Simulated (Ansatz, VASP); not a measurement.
## Ga2O3 in VASP and in Ansatz

File INCAR:

```
SYSTEM = Ga2O3
PREC     = Accurate       ! precision mode
ENCUT    = 520            ! plane-wave cutoff, eV
EDIFF    = 1E-7           ! SCF threshold, eV
ISMEAR   = -1             ! smearing method
SIGMA    = 0.02           ! smearing width, eV
LREAL    = .FALSE.        ! projectors in reciprocal space
LASPH    = .TRUE.         ! aspherical terms in the spheres
NELM     = 80             ! most SCF steps
ALGO     = Normal         ! electronic algorithm
ISIF     = 2              ! what is computed and relaxed
LWAVE    = .FALSE.        ! write WAVECAR
LCHARG   = .TRUE.         ! write CHGCAR
GGA      = PE             ! functional
LELF     = .TRUE.         ! ELF
LVHAR    = .TRUE.       
NBANDS   = 55             ! bands
```

File KPOINTS:

```
Automatic mesh
0
G
  6 6 6
  0 0 0
```

The input POSCAR:

```
Ga2O3
1.0
    2.4922597440      1.4389068341      4.4806440197
   -2.4922597440      1.4389068341      4.4806440197
    0.0000000000     -2.8778136682      4.4806440197
Ga O
4 6
Direct
    0.8554260894      0.8554260894      0.8554260894
    0.3554260894      0.3554260894      0.3554260894
    0.1445739106      0.1445739106      0.1445739106
    0.6445739106      0.6445739106      0.6445739106
    0.4463666996      0.0536333004      0.7500000000
    0.0536333004      0.7500000000      0.4463666996
    0.5536333004      0.9463666996      0.2500000000
    0.2500000000      0.5536333004      0.9463666996
    0.9463666996      0.2500000000      0.5536333004
    0.7500000000      0.4463666996      0.0536333004
```

Input for Ansatz:

```yaml
crystal:
  lattice:
    - [2.492259744, 1.4389068341, 4.4806440197]
    - [-2.492259744, 1.4389068341, 4.4806440197]
    - [0.0, -2.8778136682, 4.4806440197]
  atoms:
    - { symbol: Ga, position: [0.8554260894, 0.8554260894, 0.8554260894] }
    - { symbol: Ga, position: [0.3554260894, 0.3554260894, 0.3554260894] }
    - { symbol: Ga, position: [0.1445739106, 0.1445739106, 0.1445739106] }
    - { symbol: Ga, position: [0.6445739106, 0.6445739106, 0.6445739106] }
    - { symbol: O, position: [0.4463666996, 0.0536333004, 0.75] }
    - { symbol: O, position: [0.0536333004, 0.75, 0.4463666996] }
    - { symbol: O, position: [0.5536333004, 0.9463666996, 0.25] }
    - { symbol: O, position: [0.25, 0.5536333004, 0.9463666996] }
    - { symbol: O, position: [0.9463666996, 0.25, 0.5536333004] }
    - { symbol: O, position: [0.75, 0.4463666996, 0.0536333004] }
kpoints:
  mp_grid: { grid: [6, 6, 6] }
  band_path:
    path:
      - [[0.0, 0.0, 0.0], [0.5, 0.5, 0.5], [0.7645800870223, 0.2354199129777, 0.5]]
      - [[0.5, -0.2354199129777, 0.2354199129777], [0.5, 1.585467566248e-18, -3.375402889446e-17], [0.0, 0.0, 0.0], [0.3677099564888, -0.3677099564888, 5.615605610995e-35]]
      - [[0.6322900435112, 3.170935132495e-18, 0.3677099564888], [0.5, 4.275686100187e-17, 0.5], [0.0, 0.0, 0.0]]
    npoints: 10
hamiltonian:
  xc: pbe
scf:
  occupations: { method: fermi_dirac, width: 0.02 }
  n_extra_bands: 6
output:
  forces: true
  stress: true
  eigenvalues: true
  write_density: true
  write_potential: true
  elf: true
  volumetric_format: npy
```

Alike in both runs: task single point; functional PBE; k mesh 6 × 6 × 6; occupations fermi-dirac, width 0.02 eV; no spin polarisation.

|  | VASP | Ansatz |
| --- | --- | --- |
| version | VASP 6.6.1 | Ansatz 0.2.0 |
| potentials or method | VASP PAW PBE potentials, release 64 (Ga_d, O) | plane waves, PAW |
| plane-wave cutoff (eV) | 520 | 420 |
| valence electrons in the cell | 88 | 88 |

|  | VASP | Ansatz | Ansatz less VASP |
| --- | --- | --- | --- |
| gap on the k mesh at the Fermi level (eV) | 2.85 | 2.85 | +0.007 |
| pressure (GPa) | 10.4 | 9.4 | -1.01 |
| traceless stress, the component that is largest in VASP (GPa) | -0.86 | -0.78 | +0.077 |
| rms of the force components (eV/Å) | 0.027 | 0.021 | -0.0055 |

Atom by atom the forces differ by 0.007 eV/Å (rms over components).
